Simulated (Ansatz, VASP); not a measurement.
Two plane-wave programs on SnO2

```
Sn O
1.0
     4.73800    0.00000    0.00000
     0.00000    4.73800    0.00000
     0.00000    0.00000    3.18650
Sn O
2 4
Direct
  0.50000 0.50000 0.50000
  0.00000 0.00000 0.00000
  0.80710 0.19290 0.50000
  0.69290 0.69290 0.00000
  0.19290 0.80710 0.50000
  0.30710 0.30710 0.00000
```

Alike in both runs: task band structure; functional PBE; k mesh 6 × 6 × 8; occupations fermi-dirac, width 0.05 eV; no spin polarisation.

|  | VASP | Ansatz |
| --- | --- | --- |
| version | VASP 6.6.1 | Ansatz 0.2.0 |
| potentials or method | VASP PAW PBE potentials, release 64 (Sn, O) | Ansatz PAW |
| plane-wave cutoff (eV) | 500 | 420 |
| valence electrons in the cell | 32 | 52 |

Ansatz gave:

```
gap on the k mesh at the Fermi level (eV)                     : 1.28
least direct gap on the mesh (eV)                             : 1.28
gap along the band path (eV)                                  : 1.28
pressure (GPa)                                                : 11.1
traceless stress, the component that is largest in VASP (GPa) : 1.97
rms of the force components (eV/Å)                            : 0.130
```

Task: Estimate VASP's values.

Result: gap on the k mesh at the Fermi level (eV): 1.26; least direct gap on the mesh (eV): 1.26; gap along the band path (eV): 1.26; pressure (GPa): 11.7; traceless stress, the component that is largest in VASP (GPa): 2.06; rms of the force components (eV/Å): 0.138.

Atom by atom the forces differ by 0.008 eV/Å (rms over components). VASP's potentials hold 32 valence electrons a cell and Ansatz's 52, so a difference there can come from the potentials and not from the codes.
